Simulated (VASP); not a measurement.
# Si62C (a cell with a defect) in VASP: further runs, part 2 of 2

VASP 6.6.1. Earlier steps stand in the parts before.

**3. Single point, PBE**

Input file INCAR:

```
SYSTEM = Si62C
PREC = Accurate
ENCUT = 520
EDIFF = 1E-7
ISMEAR = -1
SIGMA = 0.05
LREAL = Auto
LASPH = .True.
NELM = 60
ALGO = Normal
ISIF = 2
LWAVE = .False.
LCHARG = .True.
GGA = PE
LELF = .True.
LVHAR = .True.
NBANDS = 163
```

Input file KPOINTS:

```
Automatic mesh
0
Gamma
  1 1 1
  0 0 0
```

Input file POSCAR:

```
Si62C
1.0
   10.8600000000      0.0000000000      0.0000000000
    0.0000000000     10.8600000000      0.0000000000
    0.0000000000      0.0000000000     10.8600000000
Si C
62 1
Direct
    0.5000222758     -0.0000222758      0.0006354902
    0.6186376384      0.1248227687      0.1311801317
    0.7456943655      0.2500265004      0.0001532944
    0.8703197038      0.3768366217      0.1231633783
    0.7409065169      0.0003457465      0.2596923474
    0.8744280125      0.1250234557      0.3749765443
    0.0005904827     -0.0014167215      0.0005904827
    0.1239889872      0.1297155979      0.1239889872
    0.2477131797      0.2522868203     -0.0048351221
    0.3702844021      0.3760110128      0.1239889872
    0.5014167215      0.4994095173      0.0005904827
    0.6217122690      0.6298011778      0.1296255877
    0.7500504494      0.7499495506      0.0022368907
    0.8701988222      0.8782877310      0.1296255877
    0.2528376174      0.0158090255      0.2528376174
    0.4841909745      0.2471623826      0.2528376174
    0.6186376384      0.3688198683      0.3751772313
    0.7456943655      0.4998467056      0.2499734996
    0.8755931061      0.6244068939      0.3756489156
    0.6130283805      0.0980477564      0.6130283805
    0.7409065169      0.2403076526      0.4996542535
    0.8701988222      0.3703744123      0.6217122690
    0.7497811835     -0.0011555102      0.7497811835
    0.8755931061      0.1243510844      0.8755931061
   -0.0006942188      0.5006942188     -0.0006942188
    0.1231633783      0.6296802962      0.1231633783
    0.2499734996      0.7543056345      0.0001532944
    0.3751772313      0.8813623616      0.1311801317
   -0.0048351221      0.2522868203      0.2477131797
    0.1239889872      0.3760110128      0.3702844021
    0.2477131797      0.5048351221      0.2477131797
    0.3749765443      0.6255719875      0.3749765443
    0.4996542535      0.7590934831      0.2596923474
    0.6130283805      0.8869716195      0.4019522436
    0.0006354902     -0.0000222758      0.5000222758
    0.1311801317      0.1248227687      0.6186376384
    0.2528376174      0.2471623826      0.4841909745
    0.3751772313      0.3688198683      0.6186376384
    0.5000222758      0.4993645098      0.5000222758
    0.6265245749      0.6238901630      0.6265245749
    0.7497811835      0.7502188165      0.5011555102
    0.8761098370      0.8734754251      0.6265245749
    0.2596923474      0.0003457465      0.7409065169
    0.3749765443      0.1250234557      0.8744280125
    0.4996542535      0.2403076526      0.7409065169
    0.6217122690      0.3703744123      0.8701988222
    0.7500504494      0.4977631093      0.7500504494
    0.8750784686      0.6249215314      0.8750784686
    0.0001532944      0.7543056345      0.2499734996
    0.1311801317      0.8813623616      0.3751772313
    0.0005904827      0.4994095173      0.5014167215
    0.1296255877      0.6298011778      0.6217122690
    0.2596923474      0.7590934831      0.4996542535
    0.4019522436      0.8869716195      0.6130283805
    0.0001532944      0.2500265004      0.7456943655
    0.1231633783      0.3768366217      0.8703197038
    0.2499734996      0.4998467056      0.7456943655
    0.3756489156      0.6244068939      0.8755931061
    0.5011555102      0.7502188165      0.7497811835
    0.6265245749      0.8734754251      0.8761098370
    0.0022368907      0.7499495506      0.7500504494
    0.1296255877      0.8782877310      0.8701988222
    0.5353199361     -0.0353199361      0.5353199361
```

Potentials or basis: VASP PAW PBE potentials, release 64 (Si, C).

On the command line:

```console
cat potpaw_PBE.64/Si/POTCAR potpaw_PBE.64/C/POTCAR > POTCAR
mpirun -np 1 vasp_gam > vasp.out
```

It took 13 min on 1 thread of Intel Xeon 8259CL, shared host; peak memory 1 GiB.

Results (log left out):

* Free energy: -335.2687 eV
* Pressure: 0.7 GPa
* Largest force: 0.030 eV/Å

Forces in eV/Å, atoms in the order of the input:
```
Si   0.000  0.000  0.010
Si   0.001  0.008  0.001
Si   0.002 -0.006  0.000
Si  -0.004 -0.005  0.005
Si  -0.003  0.005 -0.001
Si   0.002 -0.001  0.001
Si   0.004  0.012  0.004
Si   0.003 -0.001  0.003
Si   0.003 -0.003  0.001
Si   0.001 -0.003  0.003
Si  -0.012 -0.004  0.004
Si   0.010  0.001  0.008
Si  -0.006  0.006 -0.006
Si  -0.001 -0.010  0.008
Si  -0.003 -0.002 -0.003
Si   0.002  0.003 -0.003
Si   0.001 -0.001 -0.008
Si   0.002  0.000  0.006
Si  -0.004  0.004 -0.003
Si   0.016  0.019  0.016
Si  -0.003  0.001 -0.005
Si  -0.001 -0.008  0.010
Si  -0.003  0.004 -0.003
Si  -0.004  0.003 -0.004
Si   0.003 -0.003  0.003
Si   0.005  0.004  0.005
Si   0.006 -0.002  0.000
Si  -0.008 -0.001  0.001
Si   0.001 -0.003  0.003
Si   0.003 -0.003  0.001
Si   0.003 -0.001  0.003
Si   0.001 -0.002  0.001
Si  -0.005  0.003 -0.001
Si   0.016 -0.016 -0.019
Si   0.010  0.000  0.000
Si   0.001  0.008  0.001
Si  -0.003  0.003  0.002
Si  -0.008 -0.001  0.001
Si   0.000 -0.010  0.000
Si  -0.003  0.005 -0.003
Si  -0.003  0.003 -0.004
Si  -0.005  0.003 -0.003
Si  -0.001  0.005 -0.003
Si   0.001 -0.001  0.002
Si  -0.005  0.001 -0.003
Si   0.010 -0.008 -0.001
Si  -0.006  0.006 -0.006
Si   0.004 -0.004  0.004
Si   0.000 -0.002  0.006
Si   0.001 -0.001 -0.008
Si   0.004 -0.004 -0.012
Si   0.008  0.001  0.010
Si  -0.001  0.003 -0.005
Si  -0.019 -0.016  0.016
Si   0.000 -0.006  0.002
Si   0.005 -0.005 -0.004
Si   0.006  0.000  0.002
Si  -0.003  0.004 -0.004
Si  -0.004  0.003 -0.003
Si  -0.003  0.003 -0.005
Si  -0.006  0.006 -0.006
Si   0.008 -0.010 -0.001
C   -0.016  0.016 -0.016
```

Stress tensor (GPa, compression positive):
```
 0.73 -0.97  0.97
-0.97  0.73 -0.97
 0.97 -0.97  0.73
```

Levels at points of the mesh, in eV from the Fermi level:
```
           k point  band 122  band 123  band 124  band 125  band 126  band 127  band 128  band 129  band 130  band 131
(0.00, 0.00, 0.00)     -1.48     -0.93     -0.66     -0.66     -0.11      0.15      0.15      0.34      0.34      0.35
```

Caveat: the k points lie up to 0.58 Å⁻¹ apart.

**4. Single point, PBE**

Input file INCAR:

```
SYSTEM = Si62C
ALGO = Normal
EDIFF = 1E-6
ENCUT = 520
GGA = PE
ISIF = 2
ISMEAR = -1
LASPH = .TRUE.
LCHARG = .TRUE.
LELF = .TRUE.
LREAL = Auto
LVHAR = .TRUE.
LWAVE = .FALSE.
NBANDS = 163
NELM = 60
PREC = Accurate
SIGMA = 0.05
```

Input file KPOINTS:

```
k-points
0
G
  1 1 1
  0 0 0
```

Input file POSCAR:

```
Si62C
1.0
   10.8600000000      0.0000000000      0.0000000000
    0.0000000000     10.8600000000      0.0000000000
    0.0000000000      0.0000000000     10.8600000000
Si C
62 1
Direct
    0.4997507366     -0.0000023941      0.0008369245
    0.6151400552      0.1243843462      0.1344443831
    0.7452890424      0.2465290976      0.0053115101
    0.8727766114      0.3748777164      0.1253605893
    0.7432139963     -0.0003068140      0.2570723757
    0.8738867403      0.1249422652      0.3752842541
   -0.0004718232      0.0005486188      0.0001508287
    0.1255675875      0.1257876611      0.1260483425
    0.2484307551      0.2511387661     -0.0007564457
    0.3738799263      0.3741646409      0.1258549724
    0.4990938306      0.5003260589      0.0000364641
    0.6248566298      0.6249742173      0.1297154696
    0.7514983425      0.7482283610      0.0050702578
    0.8745811234      0.8749600368      0.1297820442
    0.2622480663      0.0263190608      0.2628035912
    0.4732275322      0.2375271639      0.2626461326
    0.6150991713      0.3659745856      0.3757372007
    0.7452626151      0.4950707182      0.2536097606
    0.8743000921      0.6254139963      0.3740109576
    0.6234427256      0.1102395948      0.6236186924
    0.7439599448      0.2441095764      0.5002373849
    0.8750900552      0.3707703499      0.6255383978
    0.7512380295     -0.0049554328      0.7516278085
    0.8744780847      0.1262451197      0.8750499079
   -0.0002252302      0.5000319521      0.0002526703
    0.1248914365      0.6269689687      0.1253523020
    0.2531809392      0.7544699816      0.0051600368
    0.3753518416      0.8846373849      0.1342674954
   -0.0011273481      0.2512204420      0.2488758748
    0.1252828729      0.3742593923      0.3744202578
    0.2483792818      0.5006504604      0.2488088398
    0.3747434622      0.6256670350      0.3751006446
    0.4998203499      0.7560922652      0.2566510129
    0.6212977901      0.8778097606      0.3920934622
    0.0002854512     -0.0000226519      0.5002639042
    0.1338812155      0.1244143646      0.6155468692
    0.2621149171      0.2376249540      0.4737006446
    0.3753020258      0.3658498158      0.6156081952
    0.4997237569      0.4993899632      0.5002607735
    0.6270896869      0.6199861878      0.6275790976
    0.7507500000      0.7487674033      0.5049902394
    0.8796302947      0.8726056169      0.6274146409
    0.2563477901     -0.0003085635      0.7436829650
    0.3747402394      0.1247790976      0.8742876611
    0.4998592081      0.2438482505      0.7442989871
    0.6249587477      0.3707500000      0.8755260589
    0.7516795580      0.4951820442      0.7521741252
    0.8754683241      0.6243606814      0.8760415285
    0.0046854512      0.7544469613      0.2536229282
    0.1337245856      0.8845209945      0.3758458564
   -0.0005112339      0.5003740331      0.4996569061
    0.1290484346      0.6248785451      0.6254626151
    0.2558965930      0.7557473297      0.5002462247
    0.3908883057      0.8769525783      0.6222341621
    0.0048365562      0.2464903315      0.7458244936
    0.1248778085      0.3748780847      0.8732829650
    0.2531893186      0.4949469613      0.7457203499
    0.3735316759      0.6253058011      0.8748469613
    0.5045777164      0.7486742173      0.7513761510
    0.6269977901      0.8727636280      0.8801120626
    0.0045381215      0.7482157459      0.7521026703
    0.1291868324      0.8749495396      0.8752660221
    0.3399512891      0.1597398711      0.3405226519
```

Potentials or basis: VASP PAW PBE potentials, release 64 (Si, C).

On the command line:

```console
cat potpaw_PBE.64/Si/POTCAR potpaw_PBE.64/C/POTCAR > POTCAR
mpirun -np 1 vasp_gam > vasp.out
```

OUTCAR:

```text
SYSTEM = Si62C
   EDIFF = 1E-6
   ENCUT = 520
   GGA = PE
   ISIF = 2
   ISMEAR = -1
   LASPH = .TRUE.
   LREAL = Auto
   NELM = 60
   PREC = Accurate

 ion  position               nearest neighbor table
   1  0.500  1.000  0.001-  28 2.34   2 2.35  60 2.35  44 2.36
   2  0.615  0.124  0.134-   1 2.35   5 2.35   3 2.39  16 2.41
   3  0.745  0.247  0.005-  46 2.35   4 2.36  24 2.38   2 2.39
   4  0.873  0.375  0.125-  29 2.34   3 2.36  18 2.36  25 2.37
   5  0.743  1.000  0.257-   6 2.35   2 2.35  34 2.38  14 2.40
   6  0.874  0.125  0.375-  21 2.35   5 2.35  35 2.36  29 2.37
[... 45 lines left out ...]
  52  0.129  0.625  0.625-  61 2.35  57 2.35  51 2.38  53 2.40
  53  0.256  0.756  0.500-  32 2.35  50 2.35  54 2.37  52 2.40
  54  0.391  0.877  0.622-  59 2.33  53 2.37  43 2.38
  55  0.005  0.246  0.746-  22 2.35  56 2.36  24 2.38  36 2.39
  56  0.125  0.375  0.873-   9 2.34  55 2.36  57 2.36  25 2.37
  57  0.253  0.495  0.746-  52 2.35  56 2.36  58 2.38  38 2.39
  58  0.374  0.625  0.875-  11 2.36  59 2.37  27 2.38  57 2.38
  59  0.505  0.749  0.751-  54 2.33  40 2.35  60 2.35  58 2.37
  60  0.627  0.873  0.880-  13 2.34  23 2.35   1 2.35  59 2.35
  61  0.005  0.748  0.752-  42 2.34  52 2.35  62 2.35  48 2.36
  62  0.129  0.875  0.875-  27 2.35  61 2.35   7 2.38  43 2.41
  63  0.340  0.160  0.341-  37 1.88  16 1.88  15 1.88

  LATTYP: Found a simple cubic cell.
 ALAT       =    10.8600000000

  Lattice vectors:

 A1 = (  10.8600000000,   0.0000000000,   0.0000000000)
 A2 = (   0.0000000000,  10.8600000000,   0.0000000000)
 A3 = (   0.0000000000,   0.0000000000,  10.8600000000)

Analysis of symmetry for initial positions (statically):
=====================================================================
 Subroutine PRICEL returns:
 Original cell was already a primitive cell.

 Routine SETGRP: Setting up the symmetry group for a
 simple cubic supercell.

 Subroutine GETGRP returns: Found  1 space group operations
 (whereof  1 operations were pure point group operations)
 out of a pool of 48 trial point group operations.

The static configuration has the point symmetry C_1 .

Analysis of symmetry for dynamics (positions and initial velocities):
[... 235 lines left out ...]
   LHFCALC =     F    Hartree Fock is set to
   AEXX    =    0.0000 exact exchange contribution
   IVDW    =     0    specifies the selected vdW correction
   LEPSILON=     F    determine dielectric tensor
   LRPA    =     F    only Hartree local field effects (RPA)
 non-spin polarized calculation
  energy-cutoff  :      520.00
  volume of cell :     1280.82
 maximum number of plane-waves:     17229
 NGX is ok and might be reduce to    84
   NGX = 41   NGY = 41   NGZ = 41

 number of electron     251.9999988 magnetization

 Free energy of the ion-electron system (eV)
  ---------------------------------------------------
  ext. energy  EPLUGINS =         0.00000000
  ---------------------------------------------------
  free energy    TOTEN  =      -335.26978167 eV

  energy without entropy =     -335.19477332  energy(sigma->0) =     -335.23227750

 E-fermi :   6.0249     XC(G=0):  -9.3028

 val. band max:        5.9161426161   @ k =   0.0000   0.0000   0.0000
 cond. band min:       6.1691507688   @ k =   0.0000   0.0000   0.0000
 fundamental gap:      0.2530081526
 Fermi energy:         6.0249357154

 k-point     1 :       0.0000    0.0000    0.0000
  band No.  band energies     occupation
      1      -6.6215      2.00000
      2      -6.0538      2.00000
      3      -5.2003      2.00000
      4      -5.2002      2.00000
      5      -5.1810      2.00000
      6      -5.1787      2.00000
[... 130 lines left out ...]
    137       6.7905      0.00000
    138       6.9393      0.00000
 [bands above 138 left out]

------------------------ aborting loop because EDIFF is reached ----------------------------------------

  FORCE on cell =-STRESS in cart. coord.  units (eV):
  Direction    XX          YY          ZZ          XY          YZ          ZX
  --------------------------------------------------------------------------------------
  -------------------------------------------------------------------------------------
  Total        5.8867032      6.1054419      5.7732331     -7.6598685     -7.7065189      7.7882980
  in kB        7.3636519      7.6372711      7.2217125     -9.5816967     -9.6400515      9.7423487
  external PRESSURE =       7.4075452 kB  Pullay stress =       0.0000000 kB

 VOLUME and BASIS-vectors are now :
 -----------------------------------------------------------------------------
  energy-cutoff  :      520.00
  volume of cell :     1280.82
      direct lattice vectors                 reciprocal lattice vectors
    10.860000000  0.000000000  0.000000000     0.092081031  0.000000000  0.000000000
     0.000000000 10.860000000  0.000000000     0.000000000  0.092081031  0.000000000
     0.000000000  0.000000000 10.860000000     0.000000000  0.000000000  0.092081031

 POSITION                                       TOTAL-FORCE (eV/Angst)
 -----------------------------------------------------------------------------------
      5.42729     10.85997      0.00909        -0.000776      0.009087     -0.016614
      6.68042      1.35081      1.46007         0.012776     -0.011489      0.020587
      8.09384      2.67731      0.05768        -0.004140      0.007358     -0.003891
      9.47835      4.07117      1.36142         0.003214     -0.003252      0.007653
      8.07130     10.85667      2.79181         0.002722      0.007740      0.000326
      9.49041      1.35687      4.07559         0.000395     -0.002338     -0.008822
[... 55 lines left out ...]
      1.40297      9.50195      9.50539        -0.000882     -0.001967     -0.006144
      3.69187      1.73478      3.69808         0.003936      0.000346     -0.006103
 -----------------------------------------------------------------------------------
    total drift:                                0.002769     -0.000331      0.014100

  FREE ENERGIE OF THE ION-ELECTRON SYSTEM (eV)
  ---------------------------------------------------
  free  energy   TOTEN  =      -335.2697816747 eV

  energy  without entropy=     -335.1947733200  energy(sigma->0) =     -335.23227750
```

Run time: 12 min. Hardware: 1 thread of Intel Xeon 8259CL, shared host; peak memory 1 GiB.

Results:

```
Free energy   : -335.2698 eV
Pressure      : 0.7 GPa
Largest force : 0.038 eV/Å
```

Forces in eV/Å, atoms in the order of the input:
```
Si  -0.001  0.009 -0.017
Si   0.013 -0.011  0.021
Si  -0.004  0.007 -0.004
Si   0.003 -0.003  0.008
Si   0.003  0.008  0.000
Si   0.000 -0.002 -0.009
Si  -0.002  0.002  0.000
Si  -0.005  0.002 -0.006
Si   0.010 -0.008  0.010
Si  -0.002  0.005 -0.008
Si   0.008 -0.006  0.006
Si  -0.001  0.013 -0.008
Si   0.005 -0.006  0.000
Si   0.002 -0.006  0.004
Si  -0.023  0.005 -0.022
Si  -0.004  0.019 -0.017
Si   0.012 -0.015  0.004
Si   0.001 -0.006 -0.007
Si  -0.002  0.007  0.004
Si  -0.015  0.021 -0.017
Si   0.008 -0.007  0.003
Si  -0.007  0.005 -0.001
Si   0.009 -0.009  0.006
Si   0.004 -0.003 -0.001
Si  -0.015  0.005 -0.005
Si   0.008  0.003  0.007
Si  -0.008  0.001 -0.004
Si   0.006 -0.024  0.028
Si   0.004 -0.010  0.010
Si   0.005  0.012 -0.005
Si   0.005 -0.005  0.012
Si  -0.010 -0.012  0.000
Si   0.002  0.004  0.004
Si  -0.013  0.002 -0.022
Si  -0.009  0.005 -0.002
Si   0.021 -0.010  0.017
Si  -0.023  0.017  0.000
Si   0.005 -0.014  0.009
Si  -0.003  0.012 -0.003
Si   0.003 -0.011  0.001
Si   0.005 -0.003  0.008
Si   0.005 -0.001  0.004
Si   0.005 -0.002  0.004
Si   0.003  0.006  0.003
Si  -0.001 -0.005  0.007
Si  -0.002  0.004 -0.003
Si   0.001 -0.002  0.003
Si  -0.003  0.005 -0.003
Si  -0.009  0.003 -0.012
Si   0.025 -0.012  0.007
Si  -0.004 -0.005  0.002
Si   0.001  0.006  0.004
Si   0.006  0.001 -0.004
Si  -0.030  0.018 -0.015
Si  -0.005  0.006 -0.003
Si   0.008 -0.005  0.000
Si  -0.010  0.002  0.001
Si  -0.003  0.009 -0.002
Si   0.017 -0.007  0.011
Si  -0.006 -0.008  0.004
Si   0.002 -0.006  0.003
Si  -0.001 -0.002 -0.006
C    0.004  0.000 -0.006
```

Stress tensor (GPa, compression positive):
```
 0.74 -0.96  0.97
-0.96  0.76 -0.96
 0.97 -0.96  0.72
```

Caveat: the k points lie up to 0.58 Å⁻¹ apart.
